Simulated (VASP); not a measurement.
Input of a VASP 6.6.1 run:

Contents of INCAR:

```
SYSTEM = TaN
PREC = Accurate
ENCUT = 520
EDIFF = 1E-6
ISMEAR = 0
SIGMA = 0.15
LREAL = .FALSE.
LASPH = .TRUE.
NELM = 100
ALGO = Normal
ISIF = 2
LWAVE = .FALSE.
LCHARG = .FALSE.
NBANDS = 15
```

KPOINTS

```
regular mesh
0
G
  18 18 18
  0 0 0
```

POSCAR

```
TaN
1.0
    0.0000000000      2.1742693740      2.1742693740
    2.1742693740      0.0000000000      2.1742693740
    2.1742693740      2.1742693740      0.0000000000
Ta N
1 1
Direct
    0.5000000000      0.5017445136      0.5000000000
    0.0000000000     -0.0225363060      0.0000000000
```

Potentials or basis: VASP PAW LDA potentials, release 64 (Ta_pv, N).

Command:

```console
$ cat potpaw_LDA.64/Ta_pv/POTCAR potpaw_LDA.64/N/POTCAR > POTCAR
$ mpirun -np 1 vasp_std > vasp.out
```

(1) What does it give for the largest force?

(2) What does it give for the band gap on the k mesh?

Results:

(1) 0.673 eV/Å.

(2) zero (band 8 reaches 11.77 eV, above the bottom of band 9 at 7.75 eV).

Caveat: the cell differs from its parent crystal (mode 4 frozen in at -0.049 Å and mode 6 at -0.049 Å (largest displacements)); spin-orbit coupling is left out, which moves the levels of the heavy elements.
